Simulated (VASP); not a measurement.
A run of VASP 6.6.1 is set up as follows.

File INCAR:

```
SYSTEM = Cu
PREC = Accurate
ENCUT = 520
EDIFF = 1E-6
ISMEAR = 0
SIGMA = 0.1
LREAL = .FALSE.
LASPH = .TRUE.
NELM = 60
ALGO = Fast
ISIF = 2
LWAVE = .FALSE.
LCHARG = .FALSE.
LDIPOL = .TRUE.
IDIPOL = 3
DIPOL = 0.5 0.5 0.500
GGA = PS
IBRION = 2
NSW = 60
EDIFFG = -0.04
```

File KPOINTS:

```
Automatic mesh
0
G
  10 10 1
  0 0 0
```

POSCAR

```
Cu
1.0
    2.5561910100      0.0000000000      0.0000000000
    0.0000000000      2.5561910100      0.0000000000
    0.0000000000      0.0000000000     27.8450000288
Cu
7
Selective dynamics
Direct
    0.5000000000      0.5000000000      0.3052612674  F F F
    0.0000000000      0.0000000000      0.3701741817  F F F
    0.5000000000      0.5000000000      0.4350870857  F F F
    0.0000000000      0.0000000000      0.5000000000  T T T
    0.5000000000      0.5000000000      0.5649129143  T T T
    0.0000000000      0.0000000000      0.6298258183  T T T
    0.5000000000      0.5000000000      0.6947387326  T T T
```

Potentials or basis: VASP PAW PBE potentials, release 64 (Cu).

Command:

```console
$ cat potpaw_PBE.64/Cu/POTCAR > POTCAR
$ mpirun -np 1 vasp_std > vasp.out
```

(1) Predict the energy gained by relaxing.

(2) What does it give for the band gap on the k mesh?

Results:

(1) 6.6 meV/atom.

(2) zero (an odd number of electrons rules out a gap without spin polarisation).
